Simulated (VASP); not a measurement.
Here is a VASP 6.6.1 calculation.

INCAR

```
PREC     = Accurate       # precision mode
ENCUT    = 600            # plane-wave cutoff, eV
EDIFF    = 1E-6           # SCF threshold, eV
ISMEAR   = 0              # smearing method
SIGMA    = 0.1            # smearing width, eV
LREAL    = False          # projectors in reciprocal space
LASPH    = True           # aspherical terms in the spheres
NELM     = 200            # most SCF steps
ALGO     = Normal         # electronic algorithm
ISIF     = 2              # what is computed and relaxed
LWAVE    = False          # write WAVECAR
LCHARG   = False          # write CHGCAR
GGA      = PE             # functional
NBANDS   = 22             # bands
GGA_COMPAT= False        
LMAXMIX  = 6              # l up to which the mixer works
```

KPOINTS

```
regular mesh
0
Gamma
  4 4 4
```

The input POSCAR:

```
DyBe2F2
1.0
    5.3950350879     -1.8961983170      0.0000000000
    5.3950350879      1.8961983170      0.0000000000
    0.0000000000      0.0000000000      5.8065311001
Dy Be F
1 2 2
Direct
    0.0000000000      0.0000000000      0.5000000000
    0.7299701412      0.7299701412      0.5000000000
    0.2700298588      0.2700298588      0.5000000000
    0.5000000000      0.5000000000      0.2831558118
    0.5000000000      0.5000000000      0.7168441882
```

Potentials or basis: VASP PAW PBE potentials, release 64 (Dy_3, Be, F), 4f in core.

Run with:

```console
$ cat potpaw_PBE.64/Dy_3/POTCAR potpaw_PBE.64/Be/POTCAR potpaw_PBE.64/F/POTCAR > POTCAR
$ mpirun -np 1 vasp_std > vasp.out
```

Task: What does it give for the band gap on the k mesh?

Result: Zero (an odd number of electrons rules out a gap without spin polarisation).

Task: Predict the pressure.

Result: 0.2 GPa.

Task: What does it give for the largest force?

Result: 0.055 eV/Å.

Forces on the atoms (eV/Å):
```
Dy   0.000  0.000  0.000
Be  -0.011  0.000  0.000
Be   0.011  0.000  0.000
F    0.000  0.000 -0.055
F    0.000  0.000  0.055
```

Caveat: the k points lie up to 0.44 Å⁻¹ apart, too coarse for converged energies and pressures of a metal; spin-orbit coupling is left out, which moves the levels of the heavy elements; the 4f electrons are frozen in the core, so they carry no moment and show no levels; an odd number of electrons without spin polarisation forces a metal; a magnetic or distorted state may lie lower; the run has no spin polarisation, though such a crystal can be magnetic. Spin polarisation is off, so any magnetic state and its effect on volume and gap are missing.
